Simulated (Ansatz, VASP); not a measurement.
One calculation of Zn5CdSe6, two programs

File INCAR:

```
SYSTEM = Zn5CdSe6
PREC = Accurate
ENCUT = 520
EDIFF = 1E-6
ISMEAR = 0
SIGMA = 0.1
LREAL = .FALSE.
LASPH = .TRUE.
NELM = 100
ALGO = Normal
ISIF = 2
LWAVE = .FALSE.
LCHARG = .FALSE.
GGA = PE
NBANDS = 66
```

Contents of KPOINTS:

```
Automatic mesh
0
G
  4 4 1
  0 0 0
```

File POSCAR:

```
Zn5CdSe6
1.0
    4.0973309000      0.0000000000      0.0000000000
    0.0000000000      4.0973309000      0.0000000000
    0.0000000000      0.0000000000     17.5168485000
Zn Cd Se
5 1 6
Direct
    0.0000000000      0.0000000000      0.8383510000
    0.5000000000      0.5000000000      0.0000000000
    0.0000000000      0.0000000000      0.1616490000
    0.5000000000      0.5000000000      0.3233950000
    0.5000000000      0.5000000000      0.6766050000
    0.0000000000      0.0000000000      0.5000000000
    0.5000000000      0.0000000000      0.9191830000
    0.0000000000      0.5000000000      0.0808170000
    0.5000000000      0.0000000000      0.2424760000
    0.0000000000      0.5000000000      0.4036520000
    0.5000000000      0.0000000000      0.5963480000
    0.0000000000      0.5000000000      0.7575240000
```

Input for Ansatz:

```yaml
crystal:
  lattice:
    - [4.0973309, 0.0, 0.0]
    - [0.0, 4.0973309, 0.0]
    - [0.0, 0.0, 17.5168485]
  atoms:
    - { symbol: Zn, position: [0.0, 0.0, 0.838351] }
    - { symbol: Zn, position: [0.5, 0.5, 0.0] }
    - { symbol: Zn, position: [0.0, 0.0, 0.161649] }
    - { symbol: Zn, position: [0.5, 0.5, 0.323395] }
    - { symbol: Zn, position: [0.5, 0.5, 0.676605] }
    - { symbol: Cd, position: [0.0, 0.0, 0.5] }
    - { symbol: Se, position: [0.5, 0.0, 0.919183] }
    - { symbol: Se, position: [0.0, 0.5, 0.080817] }
    - { symbol: Se, position: [0.5, 0.0, 0.242476] }
    - { symbol: Se, position: [0.0, 0.5, 0.403652] }
    - { symbol: Se, position: [0.5, 0.0, 0.596348] }
    - { symbol: Se, position: [0.0, 0.5, 0.757524] }
basis:
  ecutwfc: 420
kpoints:
  mp_grid: { grid: [4, 4, 1] }
hamiltonian:
  xc: pbe
scf:
  occupations: { method: gaussian, width: 0.1 }
  lower_state_search: "off"
output:
  forces: true
  stress: true
  eigenvalues: true
```

Alike in both runs: task single point; functional PBE; k mesh 4 × 4 × 1; occupations gaussian, width 0.1 eV; no spin polarisation.

|  | VASP | Ansatz |
| --- | --- | --- |
| version | VASP 6.6.1 | Ansatz 0.2.0 |
| potentials or method | VASP PAW PBE potentials, release 64 (Zn, Cd, Se), cutoff 520 eV | scalar-relativistic, plane waves, PAW |
| valence electrons in the cell | 108 | 176 |

```tsv
	VASP	Ansatz	Ansatz less VASP
gap on the k mesh at the Fermi level (eV)	0.96	0.96	-0.001
least direct gap on the mesh (eV)	0.96	0.96	-0.001
pressure (GPa)	0.3	0.1	-0.22
traceless stress, the component that is largest in VASP (GPa)	-0.21	-0.22	-0.005
rms of the force components (eV/Å)	0.006	0.002	-0.0037
```

Atom by atom the forces differ by 0.004 eV/Å (rms over components). With one functional, cell and mesh, what is left measures potentials, basis and numerics. VASP's potentials hold 108 valence electrons a cell and Ansatz's 176, so a difference there can come from the potentials and not from the codes.
